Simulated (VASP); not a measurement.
# Si (R-3m) in VASP: further runs

The runs below take Si through single point, with PBE.

Everything below comes from runs of VASP 6.6.1. Logs are shortened: lines on timing, memory, paths and dates and some standing lists are left out, and cuts for length are marked.

### 1 The cell of the first run

It takes space group R-3m (No. 166, trigonal). Conventional cell: a = 5.535 Å, b = 5.535 Å, c = 10.576 Å, α = 90.00°, β = 90.00°, γ = 120.00°. Si (site symmetry m) has 5 Si at 2.28 to 2.29 Å within 3.0 Å.

### 2 Single point, PBE

The input, INCAR:

```
ALGO = Normal ; EDIFF = 1E-6
ENCUT = 520 ; GGA = PE
ISIF = 2 ; ISMEAR = 0
LASPH = T ; LCHARG = F
LREAL = F ; LWAVE = F
NBANDS = 21 ; NELM = 60
PREC = Accurate ; SIGMA = 0.1
```

The input, KPOINTS:

```
k-points
0
Gamma
  6 6 6
```

The input, POSCAR:

```
Si
1.0
    2.7676769600      1.5979190400      3.5252503400
   -2.7676769600      1.5979190400      3.5252503400
    0.0000000000     -3.1958380700      3.5252503400
Si
6
Direct
    0.1337081600      0.1337081600      0.5468948000
    0.5468948000      0.1337081600      0.1337081600
    0.1337081600      0.5468948000      0.1337081600
    0.4531052000      0.8662918400      0.8662918400
    0.8662918400      0.8662918400      0.4531052000
    0.8662918400      0.4531052000      0.8662918400
```

Potentials or basis: VASP PAW PBE potentials, release 64 (Si).

The run is started by

```
$ cat potpaw_PBE.64/Si/POTCAR > POTCAR
$ mpirun -np 1 vasp_std > vasp.out
```

OUTCAR:

```text
EDIFF = 1E-6
   ENCUT = 520
   GGA = PE
   ISIF = 2
   ISMEAR = 0
   LASPH = T
   LREAL = F
   NELM = 60
   PREC = Accurate

 ion  position               nearest neighbor table
   1  0.134  0.134  0.547-   5 2.28   4 2.29   6 2.29   3 2.29   2 2.29
   2  0.547  0.134  0.134-   4 2.28   5 2.29   6 2.29   1 2.29   3 2.29
   3  0.134  0.547  0.134-   6 2.28   5 2.29   4 2.29   1 2.29   2 2.29
   4  0.453  0.866  0.866-   2 2.28   1 2.29   3 2.29   5 2.29   6 2.29
   5  0.866  0.866  0.453-   1 2.28   2 2.29   3 2.29   4 2.29   6 2.29
   6  0.866  0.453  0.866-   3 2.28   1 2.29   2 2.29   5 2.29   4 2.29

  LATTYP: Found a trigonal (rhomboedric) cell.
 ALAT       =     4.7582319167
 COS(alpha) =     0.3233414389

  Lattice vectors:

 A1 = (   2.7676769600,   1.5979190400,   3.5252503400)
 A2 = (  -2.7676769600,   1.5979190400,   3.5252503400)
 A3 = (   0.0000000000,  -3.1958380700,   3.5252503400)

Analysis of symmetry for initial positions (statically):
=====================================================================
 Subroutine PRICEL returns:
 Original cell was already a primitive cell.

 Routine SETGRP: Setting up the symmetry group for a
 trigonal (rhombohedral) supercell.

 Subroutine GETGRP returns: Found 12 space group operations
 (whereof 12 operations were pure point group operations)
 out of a pool of 12 trial point group operations.

The static configuration has the point symmetry D_3d.

Analysis of symmetry for dynamics (positions and initial velocities):
=====================================================================
 Subroutine PRICEL returns:
 Original cell was already a primitive cell.

 Routine SETGRP: Setting up the symmetry group for a
 trigonal (rhombohedral) supercell.

 Subroutine GETGRP returns: Found 12 space group operations
 (whereof 12 operations were pure point group operations)
 out of a pool of 12 trial point group operations.

The dynamic configuration has the point symmetry D_3d.

 Subroutine INISYM returns: Found 12 space group operations
 (whereof 12 operations are pure point group operations),
 and found     1 'primitive' translations

----------------------------------------------------------------------------------------

                                     Primitive cell

  volume of cell :      93.5430

  direct lattice vectors                    reciprocal lattice vectors
     2.767676960  1.597919040  3.525250340     0.180656922  0.104302322  0.094555932
    -2.767676960  1.597919040  3.525250340    -0.180656922  0.104302322  0.094555932
     0.000000000 -3.195838070  3.525250340     0.000000000 -0.208604645  0.094555933

  length of vectors
     4.758231917  4.758231917  4.758231912     0.229034325  0.229034325  0.229034326

  position of ions in fractional coordinates (direct lattice)
     0.133708160  0.133708160  0.546894800
     0.546894800  0.133708160  0.133708160
     0.133708160  0.546894800  0.133708160
     0.453105200  0.866291840  0.866291840
     0.866291840  0.866291840  0.453105200
     0.866291840  0.453105200  0.866291840

  ion indices of the primitive-cell ions
   primitive index   ion index
                 1           1
                 2           2
                 3           3
                 4           4
                 5           5
                 6           6

----------------------------------------------------------------------------------------

 KPOINTS: k-points

Automatic generation of k-mesh.
 Grid dimensions read from file:
 generate k-points for:    6    6    6

 Generating k-lattice:

  Cartesian coordinates                     Fractional coordinates (reciprocal lattice)
     0.030109487  0.017383720  0.015759322     0.166666667 -0.000000000  0.000000000
    -0.030109487  0.017383720  0.015759322    -0.000000000  0.166666667  0.000000000
     0.000000000 -0.034767441  0.015759322     0.000000000  0.000000000  0.166666667

  Length of vectors
     0.038172388  0.038172388  0.038172388

  Shift w.r.t. Gamma in fractional coordinates (k-lattice)
     0.000000000  0.000000000  0.000000000

 Subroutine IBZKPT returns following result:
 ===========================================

 Found     32 irreducible k-points:

 Following reciprocal coordinates:
            Coordinates               Weight
  0.000000  0.000000  0.000000      1.000000
  0.166667  0.000000 -0.000000      6.000000
  0.333333  0.000000 -0.000000      6.000000
  0.500000  0.000000 -0.000000      3.000000
  0.166667  0.166667 -0.000000      6.000000
  0.333333  0.166667 -0.000000     12.000000
[... 16 lines left out ...]
  0.500000  0.500000  0.166667      6.000000
 -0.333333  0.500000  0.166667     12.000000
 [... further k-points ...]
   k-points           NKPTS =     32   k-points in BZ     NKDIM =     32   number of bands    NBANDS=     21
   number of dos      NEDOS =    301   number of ions     NIONS =      6
   total plane-waves  NPLWV =  46656
   dimension x,y,z NGX =    36 NGY =   36 NGZ =   36
   dimension x,y,z NGXF=    72 NGYF=   72 NGZF=   72
   ions per type =               6
   NGX,Y,Z   is equivalent  to a cutoff of  12.58, 12.58, 12.58 a.u.
   NGXF,Y,Z  is equivalent  to a cutoff of  25.16, 25.16, 25.16 a.u.
 SYSTEM =  unknown system
   PREC   = accura    normal or accurate (medium, high low for compatibility)
   ISTART =      0    job   : 0-new  1-cont  2-samecut
   ICHARG =      2    charge: 1-file 2-atom 10-const
   ISPIN  =      1    spin polarized calculation?
   LNONCOLLINEAR =      F non collinear calculations
   LSORBIT =      F    spin-orbit coupling
   LASPH  =      T    aspherical Exc in radial PAW
   ENCUT  =  520.0 eV  38.22 Ry    6.18 a.u.   8.85  8.85  8.85*2*pi/ulx,y,z
   NELM   =     60;   NELMIN=  2; NELMDL= -5     # of ELM steps
   EDIFF  = 0.1E-05   stopping-criterion for ELM
   LREAL  =      F    real-space projection
   EDIFFG = 0.1E-04   stopping-criterion for IOM
   NSW    =      0    number of steps for IOM
   IBRION =     -1    ionic relax: 0-MD 1-quasi-New 2-CG
   NFREE  =      0    steps in history (QN), initial steepest desc. (CG)
   ISIF   =      2    stress and relaxation
   ISYM   =      2    0-nonsym 1-usesym 2-fastsym
   POTIM  = 0.5000    time-step for ionic-motion
   TEBEG  =    0.0;   TEEND  =   0.0 temperature during run
   PSTRESS=    0.0 pullay stress
   NELECT =      24.0000    total number of electrons
   NUPDOWN=      -1.0000    fix difference up-down
   EMIN   =  10.00;   EMAX   =-10.00  energy-range for DOS
   EFERMI =   0.00;   METHOD = LEGACY
   ISMEAR =     0;   SIGMA  =   0.10  broadening in eV -4-tet -1-fermi 0-gaus
   EFERMI_NEDOS =   21; number of points for ismear=-14 and -15
   IALGO  =     38    algorithm
   IMIX   =      4    mixing-type and parameters
     AMIX     =   0.40;   BMIX     =  1.00
     AMIX_MAG =   1.60;   BMIX_MAG =  1.00
  volume/ion in A,a.u.               =      15.59       105.21
  Fermi-wavevector in a.u.,A,eV,Ry     =   1.040259  1.965804 14.723390  1.082139
  Thomas-Fermi vector in A             =   2.174827
   LORBIT       =      0    0 simple, 1 ext, 2 COOP (PROOUT), +10 PAW based schemes
   GGA     = PE    functional components
   LHFCALC =     F    Hartree Fock is set to
   AEXX    =    0.0000 exact exchange contribution
   IVDW    =     0    specifies the selected vdW correction
   LEPSILON=     F    determine dielectric tensor
   LRPA    =     F    only Hartree local field effects (RPA)
 non-spin polarized calculation
 Gauss-broadening in eV      SIGMA  =   0.10
  energy-cutoff  :      520.00
  volume of cell :       93.54
 maximum number of plane-waves:      2536
   NGX = 17   NGY = 17   NGZ = 17

 number of electron      24.0000002 magnetization

 Free energy of the ion-electron system (eV)
  ---------------------------------------------------
  ext. energy  EPLUGINS =         0.00000000
  ---------------------------------------------------
  free energy    TOTEN  =       -28.35429743 eV

  energy without entropy =      -28.33954217  energy(sigma->0) =      -28.34691980

 E-fermi :   9.0233     XC(G=0): -10.4668

 val. band max:        9.0221821480   @ k =   0.3333   0.3333  -0.0000
 cond. band min:       9.0455174304   @ k =  -0.1667   0.5000   0.1667
 fundamental gap:      0.0233352823
 Fermi energy:         9.0232759370

 k-point     1 :       0.0000    0.0000    0.0000
  band No.  band energies     occupation
      1      -5.5557      2.00000
      2       0.1250      2.00000
      3       0.9341      2.00000
      4       0.9341      2.00000
      5       1.9925      2.00000
      6       1.9925      2.00000
[... 13 lines left out ...]
     20      13.7039      0.00000
     21      16.4245      0.00000

 k-point     2 :       0.1667    0.0000   -0.0000
  band No.  band energies     occupation
      1      -5.3610      2.00000
      2      -1.0045      2.00000
      3       0.8503      2.00000
      4       1.0326      2.00000
      5       2.2373      2.00000
      6       2.3303      2.00000
[... 13 lines left out ...]
     20      15.2503      0.00000
     21      16.7388      0.00000

 k-point     3 :       0.3333    0.0000   -0.0000
  band No.  band energies     occupation
      1      -4.7828      2.00000
      2      -2.5244      2.00000
      3       0.7932      2.00000
      4       0.9015      2.00000
      5       2.3941      2.00000
      6       2.9607      2.00000
[... 13 lines left out ...]
     20      14.5816      0.00000
     21      14.9569      0.00000
[... 457 lines left out ...]
 k-point    23 :       0.5000    0.5000    0.1667
  band No.  band energies     occupation
      1      -3.6632      2.00000
      2      -1.9684      2.00000
      3      -1.6088      2.00000
      4      -0.9029      2.00000
      5       1.2355      2.00000
      6       3.8861      2.00000
[... 13 lines left out ...]
     20      14.2620      0.00000
     21      14.5625      0.00000

 k-point    24 :      -0.3333    0.5000    0.1667
  band No.  band energies     occupation
      1      -3.3544      2.00000
      2      -2.5790      2.00000
      3      -2.0843      2.00000
      4      -0.3106      2.00000
      5       1.6208      2.00000
      6       3.3666      2.00000
[... 13 lines left out ...]
     20      13.4619      0.00000
     21      14.4832      0.00000

 [... further k-points ...]
[... 5 lines left out ...]
  --------------------------------------------------------------------------------------
  -------------------------------------------------------------------------------------
  Total       18.2057093     18.2057093     10.8055885      0.0000000      0.0000000     -0.0000000
  in kB      311.8220370    311.8220366    185.0749435      0.0000000      0.0000002     -0.0000000
  external PRESSURE =     269.5730057 kB  Pullay stress =       0.0000000 kB

 VOLUME and BASIS-vectors are now :
 -----------------------------------------------------------------------------
  energy-cutoff  :      520.00
  volume of cell :       93.54
      direct lattice vectors                 reciprocal lattice vectors
     2.767676960  1.597919040  3.525250340     0.180656922  0.104302322  0.094555932
    -2.767676960  1.597919040  3.525250340    -0.180656922  0.104302322  0.094555932
     0.000000000 -3.195838070  3.525250340     0.000000000 -0.208604645  0.094555933

 POSITION                                       TOTAL-FORCE (eV/Angst)
 -----------------------------------------------------------------------------------
      0.00000     -1.32048      2.87065         0.000000     -1.336681     -0.461174
      1.14357      0.66024      2.87065         1.157599      0.668340     -0.461174
     -1.14357      0.66024      2.87065        -1.157599      0.668340     -0.461174
     -1.14357     -0.66024      7.70510        -1.157599     -0.668340      0.461174
      0.00000      1.32048      7.70510         0.000000      1.336681      0.461174
      1.14357     -0.66024      7.70510         1.157599     -0.668340      0.461174
 -----------------------------------------------------------------------------------
    total drift:                               -0.000000      0.000000     -0.000000

  FREE ENERGIE OF THE ION-ELECTRON SYSTEM (eV)
  ---------------------------------------------------
  free  energy   TOTEN  =       -28.3542974307 eV

  energy  without entropy=      -28.3395421669  energy(sigma->0) =      -28.34691980
```

It took 81 s on 1 thread of AMD EPYC 7R13, shared host; peak memory 0.18 GiB.

What came out:

| Quantity | Value |
| --- | --- |
| Free energy | -28.3543 eV |
| Pressure | 27.0 GPa |
| Largest force | 1.414 eV/Å |
| Band gap on the k mesh | zero (band 12 reaches 10.94 eV, above the bottom of band 13 at 7.86 eV) |

Forces in eV/Å, atoms in the order of the input:
```
Si   0.000 -1.337 -0.461
Si   1.158  0.668 -0.461
Si  -1.158  0.668 -0.461
Si  -1.158 -0.668  0.461
Si   0.000  1.337  0.461
Si   1.158 -0.668  0.461
```

Stress tensor (GPa, compression positive):
```
31.18  0.00  0.00
 0.00 31.18  0.00
 0.00  0.00 18.51
```

Caveat: forces of over 1 eV/Å act on the atoms, so gaps and moduli don't describe the material at rest.

### 3 Single point, PBE

This run uses another cell than the first one, of 19.46 Å³/atom, 1.248 times its volume.

The input, INCAR:

```
SYSTEM = Si
  ALGO = Normal
  EDIFF = 1E-7
  ENCUT = 520
  GGA = PE
  ISIF = 2
  ISMEAR = 0
  LASPH = .True.
  LCHARG = .False.
  LREAL = .False.
  LWAVE = .False.
  NBANDS = 21
  NELM = 80
  PREC = Accurate
  SIGMA = 0.1
```

The input, KPOINTS:

```
k-points
0
Gamma
  6 6 6
  0 0 0
```

The input, POSCAR:

```
Si
1.0
    3.1235657598      1.8033915339      3.4538820843
   -3.1235657598      1.8033915339      3.4538820843
    0.0000000000     -3.6067830629      3.4538820869
Si
6
Direct
    0.1381294166      0.1381294166      0.5543810511
    0.5543810511      0.1381294166      0.1381294166
    0.1381294166      0.5543810511      0.1381294166
    0.4456189489      0.8618705834      0.8618705834
    0.8618705834      0.8618705834      0.4456189489
    0.8618705834      0.4456189489      0.8618705834
```

Potentials or basis: VASP PAW PBE potentials, release 64 (Si).

The run is started by

```
$ cat potpaw_PBE.64/Si/POTCAR > POTCAR
$ mpirun -np 1 vasp_std > vasp.out
```

OUTCAR:

```text
SYSTEM = Si
   EDIFF = 1E-7
   ENCUT = 520
   GGA = PE
   ISIF = 2
   ISMEAR = 0
   LASPH = .True.
   LREAL = .False.
   NELM = 80
   PREC = Accurate

 ion  position               nearest neighbor table
   1  0.138  0.138  0.554-   5 2.36   4 2.41   6 2.41   3 2.60   2 2.60
   2  0.554  0.138  0.138-   4 2.36   6 2.41   5 2.41   3 2.60   1 2.60
   3  0.138  0.554  0.138-   6 2.36   4 2.41   5 2.41   2 2.60   1 2.60
   4  0.446  0.862  0.862-   2 2.36   3 2.41   1 2.41   6 2.60   5 2.60
   5  0.862  0.862  0.446-   1 2.36   2 2.41   3 2.41   4 2.60   6 2.60
   6  0.862  0.446  0.862-   3 2.36   2 2.41   1 2.41   4 2.60   5 2.60

  LATTYP: Found a trigonal (rhomboedric) cell.
 ALAT       =     4.9938147275
 COS(alpha) =     0.2175322424

  Lattice vectors:

 A1 = (   3.1235657598,   1.8033915339,   3.4538820843)
 A2 = (  -3.1235657598,   1.8033915339,   3.4538820843)
 A3 = (   0.0000000000,  -3.6067830629,   3.4538820869)

Analysis of symmetry for initial positions (statically):
[... 177 lines left out ...]
  ---------------------------------------------------
  free energy    TOTEN  =       -30.37610116 eV

  energy without entropy =      -30.36732856  energy(sigma->0) =      -30.37171486

 E-fermi :   6.4830     XC(G=0):  -9.5878

 val. band max:        6.4682227134   @ k =   0.1667   0.1667   0.1667
 cond. band min:       6.4991358596   @ k =   0.5000   0.5000   0.1667
 fundamental gap:      0.0309131461
 Fermi energy:         6.4830254583

 k-point     1 :       0.0000    0.0000    0.0000
  band No.  band energies     occupation
      1      -6.1370      2.00000
      2      -1.1412      2.00000
      3      -1.1412      2.00000
      4      -0.7179      2.00000
      5      -0.2851      2.00000
      6      -0.2851      2.00000
[... 565 lines left out ...]
     20      11.2440      0.00000
     21      12.3777      0.00000

 [... further k-points ...]
[... 5 lines left out ...]
  --------------------------------------------------------------------------------------
  -------------------------------------------------------------------------------------
  Total        0.1188707      0.1188707     -0.2388958      0.0000000     -0.0000000      0.0000000
  in kB        1.6314960      1.6314960     -3.2788360      0.0000000     -0.0000000      0.0000000
  external PRESSURE =      -0.0052814 kB  Pullay stress =       0.0000000 kB

 VOLUME and BASIS-vectors are now :
 -----------------------------------------------------------------------------
  energy-cutoff  :      520.00
  volume of cell :      116.73
      direct lattice vectors                 reciprocal lattice vectors
     3.123565760  1.803391534  3.453882084     0.160073467  0.092418459  0.096509761
    -3.123565760  1.803391534  3.453882084    -0.160073467  0.092418459  0.096509761
     0.000000000 -3.606783063  3.453882087     0.000000000 -0.184836918  0.096509761

 POSITION                                       TOTAL-FORCE (eV/Angst)
 -----------------------------------------------------------------------------------
      0.00000     -1.50133      2.86893        -0.000000     -0.002171     -0.036289
      1.30019      0.75066      2.86893         0.001881      0.001086     -0.036289
     -1.30019      0.75066      2.86893        -0.001881      0.001086     -0.036289
     -1.30019     -0.75066      7.49271        -0.001881     -0.001086      0.036289
      0.00000      1.50133      7.49271        -0.000000      0.002171      0.036289
      1.30019     -0.75066      7.49271         0.001881     -0.001086      0.036289
 -----------------------------------------------------------------------------------
    total drift:                               -0.000000      0.000000     -0.000000

  FREE ENERGIE OF THE ION-ELECTRON SYSTEM (eV)
  ---------------------------------------------------
  free  energy   TOTEN  =       -30.3761011597 eV

  energy  without entropy=      -30.3673285623  energy(sigma->0) =      -30.37171486
```

OSZICAR:

```text
N       E                     dE             d eps       ncg     rms          rms(c)
DAV:   1     0.459327589596E+02    0.45933E+02   -0.92044E+03  1344   0.941E+02
DAV:   2    -0.272831713524E+02   -0.73216E+02   -0.70400E+02  1702   0.140E+02
DAV:   3    -0.306590980370E+02   -0.33759E+01   -0.33338E+01  1806   0.268E+01
DAV:   4    -0.307037622895E+02   -0.44664E-01   -0.44611E-01  1731   0.372E+00
DAV:   5    -0.307045501477E+02   -0.78786E-03   -0.78778E-03  1755   0.486E-01    0.736E+00
DAV:   6    -0.304809076777E+02    0.22364E+00   -0.10236E-01  1609   0.133E+00    0.437E+00
DAV:   7    -0.303727082124E+02    0.10820E+00   -0.18688E-01  1552   0.183E+00    0.270E-01
DAV:   8    -0.303748511398E+02   -0.21429E-02   -0.15834E-02  1584   0.639E-01    0.177E-01
DAV:   9    -0.303757710789E+02   -0.91994E-03   -0.16276E-03  1620   0.188E-01    0.909E-02
DAV:  10    -0.303760428794E+02   -0.27180E-03   -0.23544E-04  1634   0.654E-02    0.333E-02
DAV:  11    -0.303760964036E+02   -0.53524E-04   -0.73074E-05  1594   0.355E-02    0.906E-03
DAV:  12    -0.303761000317E+02   -0.36281E-05   -0.36836E-06  1789   0.892E-03    0.252E-03
DAV:  13    -0.303761009866E+02   -0.95489E-06   -0.20438E-06  1594   0.599E-03    0.212E-03
DAV:  14    -0.303761011294E+02   -0.14280E-06   -0.83791E-08  1451   0.145E-03    0.471E-04
DAV:  15    -0.303761011597E+02   -0.30241E-07   -0.12357E-08  1020   0.619E-04
   1 F= -.30376101E+02 E0= -.30371715E+02  d E =-.877260E-02
```

Run time: 2.1 min. Hardware: 1 thread of AMD EPYC 7R13, shared host; peak memory 0.21 GiB.

What came out:

| Property | Result |
| --- | --- |
| Free energy | -30.3761 eV |
| Pressure | 0.0 GPa |
| Largest force | 0.036 eV/Å |
| Band gap on the k mesh | zero (band 12 reaches 8.59 eV, above the bottom of band 13 at 5.90 eV) |

Forces on the atoms (eV/Å):
```
Si   0.000 -0.002 -0.036
Si   0.002  0.001 -0.036
Si  -0.002  0.001 -0.036
Si  -0.002 -0.001  0.036
Si   0.000  0.002  0.036
Si   0.002 -0.001  0.036
```

Stress tensor (GPa, compression positive):
```
 0.16  0.00  0.00
 0.00  0.16  0.00
 0.00  0.00 -0.33
```

Levels at points of the mesh, in eV from the Fermi level:
```tsv
k point	band 8	band 9	band 10	band 11	band 12	band 13	band 14	band 15	band 16	band 17
(0.00, 0.00, 0.00)	-3.24	-3.24	-2.75	-1.13	-1.13	-0.25	0.47	1.04	2.64	3.05
(0.50, 0.00, 0.00)	-3.61	-3.54	-2.91	-2.07	-0.27	-0.06	1.22	2.08	2.35	3.40
(0.50, 0.50, 0.00)	-3.31	-3.25	-2.55	-1.06	-0.79	-0.59	1.16	3.10	3.21	3.80
(0.50, 0.50, 0.50)	-4.54	-1.45	-1.45	1.01	2.11	2.11	2.73	2.93	2.93	3.13
```
